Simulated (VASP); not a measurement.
Input of a VASP 6.6.1 run:

Contents of INCAR:

```
PREC = Accurate ; ENCUT = 520
EDIFF = 1E-7 ; ISMEAR = 0
SIGMA = 0.1 ; LREAL = False
LASPH = True ; NELM = 100
ALGO = Normal ; ISIF = 2
LWAVE = False ; LCHARG = False
GGA = PE ; NBANDS = 22
```

The input KPOINTS:

```
regular mesh
0
Gamma
  12 12 12
```

POSCAR

```
Si2N
1.0
   -1.9296589318      3.2985202685      4.4330668626
    1.9296589318     -3.2985202685      4.4330668626
    1.9296589318      3.2985202685     -4.4330668626
Si N
4 2
Direct
    0.8692536257      0.1807812749      0.6884723508
    0.5076910759      0.8192187251      0.6884723508
    0.4923089241      0.1807812749      0.3115276492
    0.1307463743      0.8192187251      0.3115276492
    0.2526313226      0.0000000000      0.2526313226
    0.7473686774      0.0000000000      0.7473686774
```

Potentials or basis: VASP PAW PBE potentials, release 64 (Si, N).

The run is started by

```console
$ cat potpaw_PBE.64/Si/POTCAR potpaw_PBE.64/N/POTCAR > POTCAR
$ mpirun -np 1 vasp_std > vasp.out
```

**Question.** What does it give for the band gap on the k mesh?

**Answer.** Zero (band 13 reaches 4.94 eV, above the bottom of band 14 at 2.97 eV).

**Question.** Predict the largest force.

**Answer.** 0.020 eV/Å.

Stress tensor (GPa, compression positive):
```
-0.11  0.00  0.00
 0.00 -0.09  0.00
 0.00  0.00  0.05
```
